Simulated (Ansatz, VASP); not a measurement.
# Two plane-wave programs on GaP

The input POSCAR:

```
GaP
1.0
    0.0000000000      2.3966880205      2.3966880205
    2.3966880205      0.0000000000      2.3966880205
    2.3966880205      2.3966880205      0.0000000000
Ga P
1 1
Direct
    0.0000000000      0.0000000000      0.0000000000
    0.5000000000      0.5000000000      0.5000000000
```

Contents of INCAR.step1:

```
PREC = Accurate
ENCUT = 520
ISMEAR = 0
SIGMA = 0.1
LREAL = False
LASPH = True
NELM = 80
NBANDS = 16
GGA = PE
ALGO = Normal
EDIFF = 1E-4
LWAVE = True
LCHARG = False
```

File INCAR.step2:

```
PREC = Accurate
ENCUT = 520
EDIFF = 1E-7
ISMEAR = 0
SIGMA = 0.1
LREAL = False
LASPH = True
NELM = 80
ALGO = Normal
ISIF = 2
LWAVE = False
LCHARG = False
METAGGA = R2SCAN
LMIXTAU = True
NBANDS = 16
ISTART = 1
```

File KPOINTS:

```
Automatic mesh
0
Gamma
  16 16 16
```

Input for Ansatz:

```yaml
crystal:
  lattice:
    - [0.0, 2.3966880205, 2.3966880205]
    - [2.3966880205, 0.0, 2.3966880205]
    - [2.3966880205, 2.3966880205, 0.0]
  atoms:
    - { symbol: Ga, position: [0.0, 0.0, 0.0] }
    - { symbol: P, position: [0.5, 0.5, 0.5] }
basis:
  ecutwfc: 500
kpoints:
  mp_grid: { grid: [16, 16, 16] }
hamiltonian:
  xc: r2scan
scf:
  occupations: { method: gaussian, width: 0.1 }
output:
  forces: true
  stress: true
  eigenvalues: true
  populations: true
```

Alike in both runs: task single point; functional r2SCAN; k mesh 16 × 16 × 16; occupations gaussian, width 0.1 eV; no spin polarisation.

|  | VASP | Ansatz |
| --- | --- | --- |
| version | VASP 6.6.1 | Ansatz 0.2.0 |
| potentials or method | VASP PAW PBE potentials, release 64 (Ga_d, P), cutoff 520 eV | scalar-relativistic, plane waves, PAW |
| valence electrons in the cell | 18 | 18 |

Ansatz gave:

```
gap on the k mesh at the Fermi level (eV) : none
pressure (GPa)                            : 30.0
```

Which values does VASP return?

gap on the k mesh at the Fermi level (eV): none; pressure (GPa): 29.8.

VASP's potentials were made for PBE, not for r2SCAN. A gap of «none» marks a metal or a gap that the smearing closes. Both programs put the cell under a high pressure, so it lies far from rest at this level.
